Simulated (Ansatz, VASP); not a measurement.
## SiO2: VASP beside Ansatz

Contents of INCAR:

```
PREC = Accurate
ENCUT = 520
EDIFF = 1E-6
ISMEAR = 0
SIGMA = 0.02
LREAL = False
LASPH = True
NELM = 60
ALGO = Normal
ISIF = 2
LWAVE = False
LCHARG = False
GGA = CA
NBANDS = 25
```

The input KPOINTS:

```
Automatic mesh
0
Gamma
  8 8 8
```

The input POSCAR:

```
SiO2
1.0
   -2.3740500000      2.3740500000      3.7440000000
    2.3740500000     -2.3740500000      3.7440000000
    2.3740500000      2.3740500000     -3.7440000000
Si O
2 4
Direct
    0.0000000000      0.0000000000      0.0000000000
    0.7500000000      0.2500000000      0.5000000000
    0.9983800000      0.6250000000      0.8733800000
    0.3750000000      0.2483800000      0.3733800000
    0.7516200000      0.1250000000      0.1266200000
    0.8750000000      0.0016200000      0.6266200000
```

Input for Ansatz:

```yaml
crystal:
  lattice:
    - [-2.37405, 2.37405, 3.744]
    - [2.37405, -2.37405, 3.744]
    - [2.37405, 2.37405, -3.744]
  atoms:
    - { symbol: Si, position: [0.0, 0.0, 0.0] }
    - { symbol: Si, position: [0.75, 0.25, 0.5] }
    - { symbol: O, position: [0.99838, 0.625, 0.87338] }
    - { symbol: O, position: [0.375, 0.24838, 0.37338] }
    - { symbol: O, position: [0.75162, 0.125, 0.12662] }
    - { symbol: O, position: [0.875, 0.00162, 0.62662] }
basis:
  ecutwfc: 420
kpoints:
  mp_grid: { grid: [8, 8, 8] }
hamiltonian:
  xc: lda
scf:
  occupations: { method: gaussian, width: 0.02 }
output:
  forces: true
  stress: true
  eigenvalues: true
```

Alike in both runs: task single point; functional LDA; k mesh 8 × 8 × 8; occupations gaussian, width 0.02 eV; no spin polarisation.

```csv
,VASP,Ansatz
version,VASP 6.6.1,Ansatz 0.2.0
potentials or method,"VASP PAW LDA potentials, release 64 (Si, O), cutoff 520 eV","scalar-relativistic, plane waves, PAW"
valence electrons in the cell,32,32
```

VASP gave:

```
gap on the k mesh at the Fermi level (eV)                     : 5.82
least direct gap on the mesh (eV)                             : 5.82
pressure (GPa)                                                : -2.3
traceless stress, the component that is largest in VASP (GPa) : -1.28
rms of the force components (eV/Å)                            : 0.119
```

Task: What did Ansatz give for the same quantities?

Result: gap on the k mesh at the Fermi level (eV): 5.82; least direct gap on the mesh (eV): 5.82; pressure (GPa): -2.9; traceless stress, the component that is largest in VASP (GPa): -1.35; rms of the force components (eV/Å): 0.136.

LDA's correlation is that of Perdew and Zunger in VASP and of Perdew and Wang (1992) in Ansatz. Atom by atom the forces differ by 0.017 eV/Å (rms over components).
